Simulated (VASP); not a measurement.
# PbS (I4/mmm) in VASP: notebook

PbS is run at these levels: r2SCAN; tasks: single point.

Everything below comes from runs of VASP 6.6.1. Logs are shortened: lines on timing, memory, paths and dates and some standing lists are left out, and cuts for length are marked.

## (1) The cell of the first run

The structure is tetragonal, space group I4/mmm (No. 139). Conventional cell: a = 4.319 Å, b = 4.319 Å, c = 5.930 Å, α = 90.00°, β = 90.00°, γ = 90.00°. Within 3.9 Å of Pb (site symmetry 4/mmm) lie 6 S at 2.96 to 3.05 Å. Within 3.9 Å of S (site symmetry 4/mmm) lie 6 Pb at 2.96 to 3.05 Å.

## (2) Single point, r2SCAN (strain +0.0300 x Voigt [1, 1, 0, 0, 0, 0])

Contents of POSCAR:

```
PbS
1.0
    0.0000000000      3.0539500000      2.9650000000
    3.0539500000      0.0000000000      2.9650000000
    3.0539500000      3.0539500000      0.0000000000
Pb S
1 1
Direct
    0.0000000000      0.0000000000      0.0000000000
    0.5000000000      0.5000000000      0.5000000000
```

Contents of INCAR.step1:

```
PREC = Accurate ; ENCUT = 520
ISMEAR = 0 ; SIGMA = 0.05
LREAL = False ; LASPH = True
NELM = 100 ; NBANDS = 17
GGA = PE ; ALGO = Normal
EDIFF = 1E-4 ; LWAVE = True
LCHARG = False
```

Contents of INCAR.step2:

```
PREC = Accurate ; ENCUT = 520
EDIFF = 1E-7 ; ISMEAR = 0
SIGMA = 0.05 ; LREAL = False
LASPH = True ; NELM = 100
ALGO = Normal ; ISIF = 2
LWAVE = False ; LCHARG = False
METAGGA = R2SCAN ; LMIXTAU = True
NBANDS = 17 ; ISTART = 1
```

Contents of KPOINTS:

```
regular mesh
0
Gamma
  8 8 8
```

Potentials or basis: VASP PAW PBE potentials, release 64 (Pb_d, S).

The run is started by

```console
> cat potpaw_PBE.64/Pb_d/POTCAR potpaw_PBE.64/S/POTCAR > POTCAR
> cp INCAR.step1 INCAR
> mpirun -np 1 vasp_std > vasp.out
> cp INCAR.step2 INCAR
> mpirun -np 1 vasp_std > vasp.out
```

OUTCAR:

```text
PREC = Accurate
   ENCUT = 520
   EDIFF = 1E-7
   ISMEAR = 0
   LREAL = False
   LASPH = True
   NELM = 100
   ISIF = 2
   METAGGA = R2SCAN
   ISTART = 1

 ion  position               nearest neighbor table
   1  0.000  0.000  0.000-   2 2.96   2 2.96   2 3.05   2 3.05   2 3.05   2 3.05
   2  0.500  0.500  0.500-   1 2.96   1 2.96   1 3.05   1 3.05   1 3.05   1 3.05

  LATTYP: Found a body centered tetragonal cell.
 ALAT       =     4.3189375088
 C/A-ratio  =     1.3730228761

  Lattice vectors:

 A1 = (   0.0000000000,  -3.0539500000,  -2.9650000000)
 A2 = (   0.0000000000,   3.0539500000,  -2.9650000000)
 A3 = (   3.0539500000,   0.0000000000,   2.9650000000)

Analysis of symmetry for initial positions (statically):
=====================================================================
 Subroutine PRICEL returns:
 Original cell was already a primitive cell.

 Routine SETGRP: Setting up the symmetry group for a
 body centered tetragonal supercell.

 Subroutine GETGRP returns: Found 16 space group operations
 (whereof 16 operations were pure point group operations)
 out of a pool of 16 trial point group operations.

The static configuration has the point symmetry D_4h.

Analysis of symmetry for dynamics (positions and initial velocities):
=====================================================================
 Subroutine PRICEL returns:
 Original cell was already a primitive cell.

 Routine SETGRP: Setting up the symmetry group for a
 body centered tetragonal supercell.

 Subroutine GETGRP returns: Found 16 space group operations
 (whereof 16 operations were pure point group operations)
 out of a pool of 16 trial point group operations.

The dynamic configuration has the point symmetry D_4h.

 Subroutine INISYM returns: Found 16 space group operations
 (whereof 16 operations are pure point group operations),
 and found     1 'primitive' translations

----------------------------------------------------------------------------------------

                                     Primitive cell

  volume of cell :      55.3068

  direct lattice vectors                    reciprocal lattice vectors
     0.000000000  3.053950000  2.965000000    -0.163722392  0.163722392  0.168634064
     3.053950000  0.000000000  2.965000000     0.163722392 -0.163722392  0.168634064
     3.053950000  3.053950000  0.000000000     0.163722392  0.163722392 -0.168634064

  length of vectors
     4.256505093  4.256505093  4.318937509     0.286439332  0.286439332  0.286439332

  position of ions in fractional coordinates (direct lattice)
     0.000000000  0.000000000  0.000000000
     0.500000000  0.500000000  0.500000000

  ion indices of the primitive-cell ions
   primitive index   ion index
                 1           1
                 2           2

----------------------------------------------------------------------------------------

 KPOINTS: regular mesh

Automatic generation of k-mesh.
 Grid dimensions read from file:
 generate k-points for:    8    8    8

 Generating k-lattice:

  Cartesian coordinates                     Fractional coordinates (reciprocal lattice)
    -0.020465299  0.020465299  0.021079258     0.125000000  0.000000000  0.000000000
     0.020465299 -0.020465299  0.021079258     0.000000000  0.125000000  0.000000000
     0.020465299  0.020465299 -0.021079258     0.000000000  0.000000000  0.125000000

  Length of vectors
     0.035804917  0.035804917  0.035804917

  Shift w.r.t. Gamma in fractional coordinates (k-lattice)
     0.000000000  0.000000000  0.000000000

 Subroutine IBZKPT returns following result:
 ===========================================

 Found     59 irreducible k-points:

 Following reciprocal coordinates:
            Coordinates               Weight
  0.000000  0.000000  0.000000      1.000000
  0.125000 -0.000000  0.000000      8.000000
  0.250000 -0.000000  0.000000      8.000000
  0.375000  0.000000  0.000000      8.000000
  0.500000 -0.000000  0.000000      4.000000
  0.125000  0.125000  0.000000      2.000000
[... 16 lines left out ...]
  0.250000 -0.000000  0.125000     16.000000
  0.375000  0.000000  0.125000     16.000000
 [... further k-points ...]
   k-points           NKPTS =     59   k-points in BZ     NKDIM =     59   number of bands    NBANDS=     17
   number of dos      NEDOS =    301   number of ions     NIONS =      2
   total plane-waves  NPLWV =  32768
   dimension x,y,z NGX =    32 NGY =   32 NGZ =   32
   dimension x,y,z NGXF=    64 NGYF=   64 NGZF=   64
   ions per type =               1   1
   NGX,Y,Z   is equivalent  to a cutoff of  12.50, 12.50, 12.32 a.u.
   NGXF,Y,Z  is equivalent  to a cutoff of  25.00, 25.00, 24.64 a.u.
 SYSTEM =  unknown system
   PREC   = accura    normal or accurate (medium, high low for compatibility)
   ISTART =      1    job   : 0-new  1-cont  2-samecut
   ICHARG =      0    charge: 1-file 2-atom 10-const
   ISPIN  =      1    spin polarized calculation?
   LNONCOLLINEAR =      F non collinear calculations
   LSORBIT =      F    spin-orbit coupling
   LASPH  =      T    aspherical Exc in radial PAW
   ENCUT  =  520.0 eV  38.22 Ry    6.18 a.u.   7.91  7.91  8.03*2*pi/ulx,y,z
   NELM   =    100;   NELMIN=  2; NELMDL=  0     # of ELM steps
   EDIFF  = 0.1E-06   stopping-criterion for ELM
   LREAL  =      F    real-space projection
   EDIFFG = 0.1E-05   stopping-criterion for IOM
   NSW    =      0    number of steps for IOM
   IBRION =     -1    ionic relax: 0-MD 1-quasi-New 2-CG
   NFREE  =      0    steps in history (QN), initial steepest desc. (CG)
   ISIF   =      2    stress and relaxation
   ISYM   =      2    0-nonsym 1-usesym 2-fastsym
   POTIM  = 0.5000    time-step for ionic-motion
   TEBEG  =    0.0;   TEEND  =   0.0 temperature during run
   PSTRESS=    0.0 pullay stress
   NELECT =      20.0000    total number of electrons
   NUPDOWN=      -1.0000    fix difference up-down
   EMIN   =  10.00;   EMAX   =-10.00  energy-range for DOS
   EFERMI =   0.00;   METHOD = LEGACY
   ISMEAR =     0;   SIGMA  =   0.05  broadening in eV -4-tet -1-fermi 0-gaus
   EFERMI_NEDOS =   21; number of points for ismear=-14 and -15
   IALGO  =     38    algorithm
   IMIX   =      4    mixing-type and parameters
     AMIX     =   0.40;   BMIX     =  1.00
     AMIX_MAG =   1.60;   BMIX_MAG =  1.00
  volume/ion in A,a.u.               =      27.65       186.61
  Fermi-wavevector in a.u.,A,eV,Ry     =   1.166340  2.204064 18.508684  1.360350
  Thomas-Fermi vector in A             =   2.302855
   LORBIT       =      0    0 simple, 1 ext, 2 COOP (PROOUT), +10 PAW based schemes
   METAGGA = R2SCAN    functional components
   LHFCALC =     F    Hartree Fock is set to
   AEXX    =    0.0000 exact exchange contribution
   IVDW    =     0    specifies the selected vdW correction
   LEPSILON=     F    determine dielectric tensor
   LRPA    =     F    only Hartree local field effects (RPA)
 non-spin polarized calculation
 Gauss-broadening in eV      SIGMA  =   0.05
  energy-cutoff  :      520.00
  volume of cell :       55.31
 maximum number of plane-waves:      1512
   NGX = 15   NGY = 15   NGZ = 17

 number of electron      20.0000006 magnetization

 Free energy of the ion-electron system (eV)
  ---------------------------------------------------
  ext. energy  EPLUGINS =         0.00000000
  ---------------------------------------------------
  free energy    TOTEN  =       -65.58958021 eV

  energy without entropy =      -65.58958021  energy(sigma->0) =      -65.58958021

 E-fermi :   5.1962     XC(G=0):  -9.9613

 val. band max:        4.9046747271   @ k =   0.5000  -0.0000   0.0000
 cond. band min:       5.7087266091   @ k =   0.5000  -0.0000   0.0000
 fundamental gap:      0.8040518820
 Fermi energy:         5.1961543101

 k-point     1 :       0.0000    0.0000    0.0000
  band No.  band energies     occupation
      1     -12.4275      2.00000
      2     -12.4162      2.00000
      3     -12.4162      2.00000
      4     -12.4136      2.00000
      5     -12.3928      2.00000
      6      -8.7441      2.00000
[... 9 lines left out ...]
     16      12.3462      0.00000
     17      14.0638      0.00000

 k-point     2 :       0.1250   -0.0000    0.0000
  band No.  band energies     occupation
      1     -12.4257      2.00000
      2     -12.4177      2.00000
      3     -12.4143      2.00000
      4     -12.4098      2.00000
      5     -12.3950      2.00000
      6      -8.6209      2.00000
[... 9 lines left out ...]
     16      12.6306      0.00000
     17      15.0627      0.00000

 k-point     3 :       0.2500   -0.0000    0.0000
  band No.  band energies     occupation
      1     -12.4258      2.00000
      2     -12.4241      2.00000
      3     -12.4131      2.00000
      4     -12.3960      2.00000
      5     -12.3942      2.00000
      6      -8.2825      2.00000
[... 9 lines left out ...]
     16      13.4529      0.00000
     17      16.9163      0.00000

 k-point     4 :       0.3750    0.0000    0.0000
  band No.  band energies     occupation
      1     -12.4339      2.00000
      2     -12.4264      2.00000
      3     -12.4154      2.00000
      4     -12.3860      2.00000
      5     -12.3820      2.00000
      6      -7.8551      2.00000
[... 9 lines left out ...]
     16      14.7329      0.00000
     17      17.0295      0.00000
[... 343 lines left out ...]
      1     -12.4217      2.00000
      2     -12.4211      2.00000
      3     -12.4190      2.00000
      4     -12.4089      2.00000
      5     -12.3933      2.00000
      6      -8.5821      2.00000
[... 9 lines left out ...]
     16      13.3469      0.00000
     17      14.4273      0.00000

 k-point    23 :       0.2500   -0.0000    0.1250
  band No.  band energies     occupation
      1     -12.4329      2.00000
      2     -12.4200      2.00000
      3     -12.4148      2.00000
      4     -12.4025      2.00000
      5     -12.3903      2.00000
      6      -8.3156      2.00000
[... 9 lines left out ...]
     16      14.1248      0.00000
     17      15.6508      0.00000

 k-point    24 :       0.3750    0.0000    0.1250
  band No.  band energies     occupation
      1     -12.4432      2.00000
      2     -12.4194      2.00000
      3     -12.4128      2.00000
      4     -12.3972      2.00000
      5     -12.3814      2.00000
      6      -7.9105      2.00000
[... 9 lines left out ...]
     16      15.2033      0.00000
     17      16.9394      0.00000

 [... further k-points ...]
[... 5 lines left out ...]
  --------------------------------------------------------------------------------------
  -------------------------------------------------------------------------------------
  Total       -1.0078741     -1.0078741      0.0843527      0.0000000     -0.0000000     -0.0000000
  in kB      -29.1970069    -29.1970069      2.4436065      0.0000000     -0.0000000     -0.0000000
  external PRESSURE =     -18.6501358 kB  Pullay stress =       0.0000000 kB

 VOLUME and BASIS-vectors are now :
 -----------------------------------------------------------------------------
  energy-cutoff  :      520.00
  volume of cell :       55.31
      direct lattice vectors                 reciprocal lattice vectors
     0.000000000  3.053950000  2.965000000    -0.163722392  0.163722392  0.168634064
     3.053950000  0.000000000  2.965000000     0.163722392 -0.163722392  0.168634064
     3.053950000  3.053950000  0.000000000     0.163722392  0.163722392 -0.168634064

 POSITION                                       TOTAL-FORCE (eV/Angst)
 -----------------------------------------------------------------------------------
      0.00000      0.00000      0.00000         0.000000     -0.000000      0.000000
      3.05395      3.05395      2.96500        -0.000000      0.000000      0.000000
 -----------------------------------------------------------------------------------
    total drift:                                0.000000     -0.000000     -0.000000

  FREE ENERGIE OF THE ION-ELECTRON SYSTEM (eV)
  ---------------------------------------------------
  free  energy   TOTEN  =       -65.5895802102 eV

  energy  without entropy=      -65.5895802102  energy(sigma->0) =      -65.58958021
```

Run time: 3.1 min. Hardware: 1 thread of Intel Xeon 6975P-C, shared host; peak memory 0.22 GiB.

Results:

| Property | Result |
| --- | --- |
| Free energy | -65.5896 eV |
| Pressure | -1.9 GPa |
| Band gap on the k mesh | 0.80 eV, direct |

Caveat: the cell differs from its parent crystal (strain +0.0300 x Voigt [1, 1, 0, 0, 0, 0]); the PAW data sets were made with another functional, which shifts forces and pressure a little; spin-orbit coupling is left out, which moves the levels of the heavy elements. A k mesh can miss the band edges.

(Part 1 of 3 ends here.)
